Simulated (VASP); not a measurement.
# GaCuSe2 in VASP: notebook, part 2 of 2

VASP 6.6.1. Earlier steps stand in the parts before.

### 3 Single point, PBE

File INCAR:

```
SYSTEM = GaCuSe2
  PREC = Accurate
  ENCUT = 520
  EDIFF = 1E-6
  ISMEAR = -1
  SIGMA = 0.05
  LREAL = .FALSE.
  LASPH = .TRUE.
  NELM = 100
  ALGO = Normal
  ISIF = 2
  LWAVE = .FALSE.
  LCHARG = .FALSE.
  GGA = PE
  NBANDS = 26
```

File KPOINTS:

```
Automatic mesh
0
G
  6 6 4
  0 0 0
```

File POSCAR:

```
GaCuSe2
1.0
    3.7744160000     -0.0566162400      0.0000000000
   -0.0566162400      3.7744160000      0.0000000000
    0.0000000000      0.0000000000      5.2658910000
Ga Cu Se
1 1 2
Direct
    0.5000000000      0.5000000000      0.5000000000
    0.0000000000      0.0000000000      0.0000000000
    0.0000000000      0.0000000000      0.5000000000
    0.5000000000      0.5000000000      0.0000000000
```

Potentials or basis: VASP PAW PBE potentials, release 64 (Ga_d, Cu, Se).

On the command line:

```
> cat potpaw_PBE.64/Ga_d/POTCAR potpaw_PBE.64/Cu/POTCAR potpaw_PBE.64/Se/POTCAR > POTCAR
> mpirun -np 1 vasp_std > vasp.out
```

Wall time 52 s (1 thread of Intel Xeon Platinum 8488C (Sapphire Rapids), shared host); peak memory 0.22 GiB.

The run converged. Its results:

- Free energy: -14.6125 eV
- Pressure: 0.4 GPa
- Band gap on the k mesh: zero (band 18 reaches 6.02 eV, above the bottom of band 19 at 3.36 eV)

Stress tensor (GPa, compression positive):
```
0.09 1.33 0.00
1.33 0.09 0.00
0.00 0.00 1.05
```

Levels at points of the mesh, in eV from the Fermi level:
```
           k point  band 15  band 16  band 17  band 18  band 19  band 20  band 21  band 22
(0.00, 0.00, 0.00)    -2.30    -2.17    -1.18    -1.10    -0.89     1.26     4.16     7.46
(0.50, 0.00, 0.00)    -1.93    -1.91    -1.62     0.25     1.75     2.34     3.68     5.42
(0.50, 0.50, 0.00)    -2.52    -2.49    -2.25    -2.13    -1.98     0.41     4.42     4.56
(0.00, 0.00, 0.50)    -1.89    -1.75    -1.65    -1.45     0.51     2.31     4.60     5.90
(0.50, 0.00, 0.50)    -1.27    -1.11     0.47     0.69     1.86     2.39     2.74     3.83
(0.50, 0.50, 0.50)    -2.15    -2.13    -2.05    -1.84     1.19     3.76     4.20     6.74
```

With open d or f shells a metallic result of PBE can be an artefact of self-interaction; +U or a hybrid may open a gap.

### 4 Single point, PBE

Changes to INCAR since step 3:

```diff
@@ -8,3 +8,3 @@
   LASPH = .TRUE.
-  NELM = 100
+  NELM = 80
   ALGO = Normal
```

KPOINTS is that of step 3.

Changes to POSCAR since step 3:

```diff
@@ -2,4 +2,4 @@
 1.0
-    3.7744160000     -0.0566162400      0.0000000000
-   -0.0566162400      3.7744160000      0.0000000000
+    3.7744160000     -0.0283081200      0.0000000000
+   -0.0283081200      3.7744160000      0.0000000000
     0.0000000000      0.0000000000      5.2658910000
```

On the command line:

```
> cat potpaw_PBE.64/Ga_d/POTCAR potpaw_PBE.64/Cu/POTCAR potpaw_PBE.64/Se/POTCAR > POTCAR
> mpirun -np 1 vasp_std > vasp.out
```

Wall time 57 s (1 thread of Intel Xeon Platinum 8488C (Sapphire Rapids), shared host); peak memory 0.23 GiB.

Results (log left out):

```
Free energy            : -14.6195 eV
Pressure               : 0.4 GPa
Band gap on the k mesh : zero (band 18 reaches 5.99 eV, above the bottom of band 19 at 3.35 eV)
```

Stress tensor (GPa, compression positive):
```
-0.01  0.66  0.00
 0.66 -0.01  0.00
 0.00  0.00  1.09
```

Levels at points of the mesh, in eV from the Fermi level:
```csv
k point,band 15,band 16,band 17,band 18,band 19,band 20,band 21,band 22
"(0.00, 0.00, 0.00)",-2.32,-2.17,-1.18,-1.05,-0.94,1.25,4.16,7.69
"(0.50, 0.00, 0.00)",-1.93,-1.91,-1.61,0.25,1.73,2.34,3.68,5.44
"(0.50, 0.50, 0.00)",-2.51,-2.49,-2.25,-2.13,-1.98,0.40,4.45,4.52
"(0.00, 0.00, 0.50)",-1.84,-1.79,-1.72,-1.45,0.51,2.31,4.59,5.90
"(0.50, 0.00, 0.50)",-1.27,-1.12,0.50,0.65,1.89,2.39,2.70,3.82
"(0.50, 0.50, 0.50)",-2.16,-2.13,-2.05,-1.84,1.19,3.80,4.16,6.73
```

### 5 Single point, PBE

File INCAR:

```
PREC = Accurate
ENCUT = 520
EDIFF = 1E-6
ISMEAR = -1
SIGMA = 0.05
LREAL = False
LASPH = True
NELM = 80
ALGO = Normal
ISIF = 2
LWAVE = False
LCHARG = True
GGA = PE
LELF = True
LVHAR = True
NBANDS = 26
```

File KPOINTS:

```
Automatic mesh
0
Gamma
  6 6 4
```

Changes to POSCAR since step 4:

```diff
@@ -2,4 +2,4 @@
 1.0
-    3.7744160000     -0.0283081200      0.0000000000
-   -0.0283081200      3.7744160000      0.0000000000
+    3.7744160000      0.0283081200      0.0000000000
+    0.0283081200      3.7744160000      0.0000000000
     0.0000000000      0.0000000000      5.2658910000
```

On the command line:

```
> cat potpaw_PBE.64/Ga_d/POTCAR potpaw_PBE.64/Cu/POTCAR potpaw_PBE.64/Se/POTCAR > POTCAR
> mpirun -np 1 vasp_std > vasp.out
```

Run time: 45 s. Hardware: 1 thread of Intel Xeon Platinum 8488C (Sapphire Rapids), shared host; peak memory 0.23 GiB.

The run converged. Its results:

```yaml
Free_energy: -14.6195 eV
Pressure: 0.4 GPa
Band_gap_on_the_k_mesh: zero (band 18 reaches 5.99 eV, above the bottom of band 19 at 3.35 eV)
```

Stress tensor (GPa, compression positive):
```
-0.01 -0.66  0.00
-0.66 -0.01  0.00
 0.00  0.00  1.09
```

Levels at points of the mesh, in eV from the Fermi level:
```csv
k point,band 14,band 15,band 16,band 17,band 18,band 19,band 20,band 21,band 22,band 23
"(0.00, 0.00, 0.00)",-2.34,-2.32,-2.17,-1.18,-1.05,-0.94,1.25,4.16,7.69,7.91
"(0.50, 0.00, 0.00)",-2.22,-1.93,-1.91,-1.61,0.25,1.73,2.34,3.68,5.44,6.23
"(0.50, 0.50, 0.00)",-2.80,-2.51,-2.49,-2.25,-2.13,-1.98,0.40,4.45,4.52,9.36
"(0.00, 0.00, 0.50)",-1.86,-1.84,-1.79,-1.72,-1.45,0.51,2.31,4.59,5.90,6.44
"(0.50, 0.00, 0.50)",-2.15,-1.27,-1.12,0.50,0.65,1.89,2.39,2.70,3.82,4.39
"(0.50, 0.50, 0.50)",-2.18,-2.16,-2.13,-2.05,-1.84,1.19,3.80,4.16,6.73,7.34
```

### 6 Single point, PBE

File INCAR:

```
SYSTEM = GaCuSe2
PREC = Accurate
ENCUT = 520
EDIFF = 1E-7
ISMEAR = -1
SIGMA = 0.05
LREAL = .False.
LASPH = .True.
NELM = 80
ALGO = Normal
ISIF = 2
LWAVE = .False.
LCHARG = .False.
GGA = PE
NBANDS = 26
```

File KPOINTS:

```
Automatic mesh
0
Gamma
  6 6 4
  0 0 0
```

Changes to POSCAR since step 5:

```diff
@@ -2,4 +2,4 @@
 1.0
-    3.7744160000      0.0283081200      0.0000000000
-    0.0283081200      3.7744160000      0.0000000000
+    3.7744160000      0.0566162400      0.0000000000
+    0.0566162400      3.7744160000      0.0000000000
     0.0000000000      0.0000000000      5.2658910000
```

Potentials or basis: VASP PAW PBE potentials, release 64 (Ga_d, Cu, Se).

On the command line:

```
> cat potpaw_PBE.64/Ga_d/POTCAR potpaw_PBE.64/Cu/POTCAR potpaw_PBE.64/Se/POTCAR > POTCAR
> mpirun -np 1 vasp_std > vasp.out
```

It took 44 s on 1 thread of Intel Xeon Platinum 8488C (Sapphire Rapids), shared host; peak memory 0.22 GiB.

Results (log left out):

| Item | Value |
| --- | --- |
| Free energy | -14.6125 eV |
| Pressure | 0.4 GPa |
| Band gap on the k mesh | zero (band 18 reaches 6.02 eV, above the bottom of band 19 at 3.36 eV) |

Stress tensor (GPa, compression positive):
```
 0.10 -1.33  0.00
-1.33  0.10  0.00
 0.00  0.00  1.05
```

Levels at points of the mesh, in eV from the Fermi level:
```csv
k point,band 14,band 15,band 16,band 17,band 18,band 19,band 20,band 21,band 22,band 23
"(0.00, 0.00, 0.00)",-2.35,-2.30,-2.17,-1.18,-1.10,-0.89,1.26,4.16,7.46,7.86
"(0.50, 0.00, 0.00)",-2.22,-1.93,-1.91,-1.62,0.25,1.75,2.34,3.68,5.42,6.25
"(0.50, 0.50, 0.00)",-2.78,-2.52,-2.49,-2.25,-2.13,-1.98,0.41,4.42,4.56,9.21
"(0.00, 0.00, 0.50)",-1.91,-1.89,-1.75,-1.65,-1.45,0.51,2.31,4.60,5.90,6.44
"(0.50, 0.00, 0.50)",-2.15,-1.27,-1.11,0.47,0.69,1.86,2.39,2.74,3.83,4.37
"(0.50, 0.50, 0.50)",-2.19,-2.15,-2.13,-2.05,-1.84,1.19,3.76,4.20,6.74,7.30
```

### 7 The runs side by side

```tsv
cell	gap on the mesh (eV)	pressure (GPa)
a = 3.774, b = 3.774, c = 5.266 Å, 4 atoms	none	0.3
a = 3.775, b = 3.775, c = 5.266 Å, angles 90.0, 90.0, 91.7°, 4 atoms	none	0.4
a = 3.775, b = 3.775, c = 5.266 Å, angles 90.0, 90.0, 90.9°, 4 atoms	none	0.4
a = 3.775, b = 3.775, c = 5.266 Å, angles 90.0, 90.0, 89.1°, 4 atoms	none	0.4
a = 3.775, b = 3.775, c = 5.266 Å, angles 90.0, 90.0, 88.3°, 4 atoms	none	0.4
```

Alike in all rows: task single point; level PBE; potentials or basis VASP PAW PBE potentials, release 64 (Ga_d, Cu, Se); no spin polarisation; k mesh 6 × 6 × 4; cutoff (eV) 520; smearing fermi-dirac 0.05 eV.

Total energies depend on the potentials used, so only differences within one code and one set of settings carry meaning.
